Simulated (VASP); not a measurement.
# CuO (Cccm) in VASP: a series of runs, part 3 of 3

VASP 6.6.1. Earlier steps stand in the parts before.

## (6) Single point, PBE (volume scaled by 1.02)

INCAR

```
SYSTEM = CuO
ALGO = Normal
EDIFF = 1E-7
ENCUT = 520
GGA = PE
ISIF = 2
ISMEAR = -1
LASPH = .True.
LCHARG = .True.
LELF = .True.
LREAL = .False.
LVHAR = .True.
LWAVE = .False.
NBANDS = 25
NELM = 100
PREC = Accurate
SIGMA = 0.05
```

KPOINTS

```
k-points
0
Gamma
  9 9 5
  0 0 0
```

POSCAR

```
CuO
1.0
    2.0041536028     -2.1678123362      0.0000000000
    2.0041536028      2.1678123362      0.0000000000
    0.0000000000      0.0000000000      5.1900742137
Cu O
2 2
Direct
    0.5000000000      0.0000000000      0.0000000000
    0.0000000000      0.5000000000      0.5000000000
    0.5000000000      0.5000000000      0.2500000000
    0.5000000000      0.5000000000      0.7500000000
```

Potentials or basis: VASP PAW PBE potentials, release 64 (Cu, O).

Command:

```bash
cat potpaw_PBE.64/Cu/POTCAR potpaw_PBE.64/O/POTCAR > POTCAR
mpirun -np 1 vasp_std > vasp.out
```

OUTCAR:

```text
SYSTEM = CuO
   EDIFF = 1E-7
   ENCUT = 520
   GGA = PE
   ISIF = 2
   ISMEAR = -1
   LASPH = .True.
   LREAL = .False.
   NELM = 100
   PREC = Accurate

 ion  position               nearest neighbor table
   1  0.500  0.000  0.000-   3 1.97   4 1.97   3 1.97   4 1.97
   2  0.000  0.500  0.500-   3 1.97   4 1.97   3 1.97   4 1.97
   3  0.500  0.500  0.250-   1 1.97   2 1.97   1 1.97   2 1.97
   4  0.500  0.500  0.750-   1 1.97   2 1.97   1 1.97   2 1.97

  LATTYP: Found a base centered orthorhombic cell.
 ALAT       =     4.0083072056
 B/A-ratio  =     1.0816597756
 C/A-ratio  =     1.2948294498

  Lattice vectors:

 A1 = (   2.0041536028,  -2.1678123362,   0.0000000000)
 A2 = (   2.0041536028,   2.1678123362,   0.0000000000)
 A3 = (   0.0000000000,   0.0000000000,   5.1900742137)

Analysis of symmetry for initial positions (statically):
=====================================================================
 Subroutine PRICEL returns:
 Original cell was already a primitive cell.

 Routine SETGRP: Setting up the symmetry group for a
 base centered orthorhombic supercell.

 Subroutine GETGRP returns: Found  8 space group operations
 (whereof  4 operations were pure point group operations)
 out of a pool of  8 trial point group operations.

The static configuration has the point symmetry C_2h.
 The point group associated with its full space group is D_2h.

Analysis of symmetry for dynamics (positions and initial velocities):
=====================================================================
 Subroutine PRICEL returns:
 Original cell was already a primitive cell.

 Routine SETGRP: Setting up the symmetry group for a
 base centered orthorhombic supercell.

 Subroutine GETGRP returns: Found  8 space group operations
 (whereof  4 operations were pure point group operations)
 out of a pool of  8 trial point group operations.

The dynamic configuration has the point symmetry C_2h.
 The point group associated with its full space group is D_2h.

[... 120 lines left out ...]
   IMIX   =      4    mixing-type and parameters
     AMIX     =   0.40;   BMIX     =  1.00
     AMIX_MAG =   1.60;   BMIX_MAG =  1.00
  volume/ion in A,a.u.               =      11.27        76.08
  Fermi-wavevector in a.u.,A,eV,Ry     =   1.489987  2.815667 30.205754  2.220060
  Thomas-Fermi vector in A             =   2.602826
   LORBIT       =      0    0 simple, 1 ext, 2 COOP (PROOUT), +10 PAW based schemes
   GGA     = PE    functional components
   LHFCALC =     F    Hartree Fock is set to
   AEXX    =    0.0000 exact exchange contribution
   IVDW    =     0    specifies the selected vdW correction
   LEPSILON=     F    determine dielectric tensor
   LRPA    =     F    only Hartree local field effects (RPA)
 non-spin polarized calculation
  energy-cutoff  :      520.00
  volume of cell :       45.10
 maximum number of plane-waves:      1231
 NGX is ok and might be reduce to    24
   NGX = 11   NGY = 11   NGZ = 19

 number of electron      34.0000020 magnetization

 Free energy of the ion-electron system (eV)
  ---------------------------------------------------
  ext. energy  EPLUGINS =         0.00000000
  ---------------------------------------------------
  free energy    TOTEN  =       -19.73153797 eV

  energy without entropy =      -19.71189511  energy(sigma->0) =      -19.72171654

 E-fermi :   4.6335     XC(G=0): -11.2248

 val. band max:        4.6333979929   @ k =   0.2222   0.1111   0.0000
 cond. band min:       4.6627187683   @ k =   0.4444   0.0000   0.2000
 fundamental gap:      0.0293207755
 Fermi energy:         4.6334968680

 k-point     1 :       0.0000    0.0000    0.0000
  band No.  band energies     occupation
      1     -14.9499      2.00000
      2     -13.7036      2.00000
      3      -3.2346      2.00000
      4      -0.6765      2.00000
      5      -0.5200      2.00000
      6       1.0584      2.00000
[... 661 lines left out ...]
     24      16.0049      0.00000
     25      16.3980      0.00000

 [... further k-points ...]

------------------------ aborting loop because EDIFF is reached ----------------------------------------

  FORCE on cell =-STRESS in cart. coord.  units (eV):
  Direction    XX          YY          ZZ          XY          YZ          ZX
  --------------------------------------------------------------------------------------
  -------------------------------------------------------------------------------------
  Total        0.0135146     -0.3261603     -0.4849877     -0.0000000      0.0000000      0.0000000
  in kB        0.4801301    -11.5873835    -17.2299926     -0.0000000      0.0000000      0.0000000
  external PRESSURE =      -9.4457487 kB  Pullay stress =       0.0000000 kB

 VOLUME and BASIS-vectors are now :
 -----------------------------------------------------------------------------
  energy-cutoff  :      520.00
  volume of cell :       45.10
      direct lattice vectors                 reciprocal lattice vectors
     2.004153603 -2.167812336  0.000000000     0.249481876 -0.230647271  0.000000000
     2.004153603  2.167812336  0.000000000     0.249481876  0.230647271  0.000000000
     0.000000000  0.000000000  5.190074214     0.000000000  0.000000000  0.192675472

 POSITION                                       TOTAL-FORCE (eV/Angst)
 -----------------------------------------------------------------------------------
      1.00208     -1.08391      0.00000        -0.000000     -0.000000     -0.000000
      1.00208      1.08391      2.59504         0.000000     -0.000000     -0.000000
      2.00415      0.00000      1.29752         0.000000      0.000000      0.000000
      2.00415      0.00000      3.89256         0.000000     -0.000000      0.000000
 -----------------------------------------------------------------------------------
    total drift:                                0.000000     -0.000000     -0.000000

  FREE ENERGIE OF THE ION-ELECTRON SYSTEM (eV)
  ---------------------------------------------------
  free  energy   TOTEN  =       -19.7315379654 eV

  energy  without entropy=      -19.7118951149  energy(sigma->0) =      -19.72171654
```

stdout:

```text
POSCAR found type information on POSCAR CuO
 POSCAR found :  2 types and       4 ions
 scaLAPACK will be used
 LDA part: xc-table for (Slater+PW92), standard interpolation
 POSCAR, INCAR and KPOINTS ok, starting setup
 FFT: planning ... GRIDC
 FFT: planning ... GRID_SOFT
 FFT: planning ... GRID
 WAVECAR not read
 entering main loop
```

Wall time 44 s (1 thread of AMD EPYC 9R45 (Zen 5), shared host); peak memory 0.18 GiB.

Results:

```
Free energy            : -19.7315 eV
Pressure               : -0.9 GPa
Band gap on the k mesh : zero (band 17 reaches 5.22 eV, above the bottom of band 18 at 4.38 eV)
```

Levels at points of the mesh, in eV from the Fermi level:
| k point | band 14 | band 15 | band 16 | band 17 | band 18 | band 19 | band 20 | band 21 |
| --- | --- | --- | --- | --- | --- | --- | --- | --- |
| (0.00, 0.00, 0.00) | -2.28 | -2.22 | -1.84 | 0.59 | 0.77 | 1.40 | 6.14 | 7.23 |

Caveat: semilocal functionals often make such compounds metallic where correlation or magnetic order opens a gap, which also shifts bond lengths.

## (7) Summary

```csv
task,level,potentials or basis,cell,cutoff (eV),second run,gap on the mesh (eV),pressure (GPa)
relaxation of cell and atoms,r2SCAN,"VASP PAW PBE potentials, release 64 (Cu, O)","relaxed from a = 2.933, b = 2.933, c = 5.156 Å, angles 90.0, 90.0, 94.5°, 4 atoms",600,-,none,0.0
single point,PBE,"VASP PAW PBE potentials, release 64 (Cu_sv_GW, O)","a = 2.781, b = 2.781, c = 5.175 Å, angles 90.0, 90.0, 116.9°, 4 atoms",700,valence_matched,none,26.6
single point,PBE,"VASP PAW PBE potentials, release 64 (Cu, O)","a = 2.893, b = 2.893, c = 5.086 Å, angles 90.0, 90.0, 94.5°, 4 atoms",520,-,none,9.3
single point,PBE,"VASP PAW PBE potentials, release 64 (Cu, O)","a = 2.913, b = 2.913, c = 5.121 Å, angles 90.0, 90.0, 94.5°, 4 atoms",520,-,none,5.6
single point,PBE,"VASP PAW PBE potentials, release 64 (Cu, O)","a = 2.952, b = 2.952, c = 5.190 Å, angles 90.0, 90.0, 94.5°, 4 atoms",520,-,none,-0.9
```

Alike in all rows: no spin polarisation; k mesh 9 × 9 × 5; smearing fermi-dirac 0.05 eV.

Caveats: semilocal functionals often make such compounds metallic where correlation or magnetic order opens a gap, which also shifts bond lengths; the PAW data sets were made with another functional, which shifts forces and pressure a little (some runs).

Absolute energies hang on the potentials; compare differences alone.
